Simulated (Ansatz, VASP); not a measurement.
# One calculation of BN, two programs

File INCAR:

```
SYSTEM = BN
PREC = Accurate ; ENCUT = 520
EDIFF = 1E-6 ; ISMEAR = 0
SIGMA = 0.02 ; LREAL = .FALSE.
LASPH = .TRUE. ; NELM = 60
ALGO = Normal ; ISIF = 2
LWAVE = .FALSE. ; LCHARG = .FALSE.
GGA = PE ; NBANDS = 16
```

KPOINTS

```
Automatic mesh
0
G
  12 12 6
  0 0 0
```

POSCAR

```
BN
1.0
    2.6031795572      0.0000000000      0.0000000000
   -1.3015897787      2.2544196272      0.0000000000
    0.0000000000      0.0000000000      4.4351544144
B N
2 2
Direct
    0.6666666700      0.3333333300      0.9760657482
    0.3333333300      0.6666666700      0.4760657482
    0.6666666700      0.3333333300      0.6489342518
    0.3333333300      0.6666666700      0.1489342518
```

Input for Ansatz:

```yaml
crystal:
  lattice:
    - [2.6031795572, 0.0, 0.0]
    - [-1.3015897787, 2.2544196272, 0.0]
    - [0.0, 0.0, 4.4351544144]
  atoms:
    - { symbol: B, position: [0.66666667, 0.33333333, 0.9760657482] }
    - { symbol: B, position: [0.33333333, 0.66666667, 0.4760657482] }
    - { symbol: "N", position: [0.66666667, 0.33333333, 0.6489342518] }
    - { symbol: "N", position: [0.33333333, 0.66666667, 0.1489342518] }
basis:
  ecutwfc: 420
kpoints:
  mp_grid: { grid: [12, 12, 6] }
hamiltonian:
  xc: pbe
scf:
  occupations: { method: gaussian, width: 0.02 }
output:
  forces: true
  stress: true
  eigenvalues: true
```

Alike in both runs: task single point; functional PBE; k mesh 12 × 12 × 6; occupations gaussian, width 0.02 eV; no spin polarisation.

```csv
,VASP,Ansatz
version,VASP 6.6.1,Ansatz 0.2.0
potentials or method,"VASP PAW PBE potentials, release 64 (B, N), cutoff 520 eV","scalar-relativistic, plane waves, PAW"
valence electrons in the cell,16,16
```

|  | VASP | Ansatz | Ansatz less VASP |
| --- | --- | --- | --- |
| gap on the k mesh at the Fermi level (eV) | 2.11 | 2.12 | +0.013 |
| least direct gap on the mesh (eV) | 6.04 | 6.05 | +0.004 |
| pressure (GPa) | -20.2 | -20.1 | +0.07 |
| traceless stress, the component that is largest in VASP (GPa) | -16.94 | -17.23 | -0.291 |
| rms of the force components (eV/Å) | 2.984 | 2.972 | -0.0121 |

Atom by atom the forces differ by 0.012 eV/Å (rms over components). With one functional, cell and mesh, what is left measures potentials, basis and numerics.
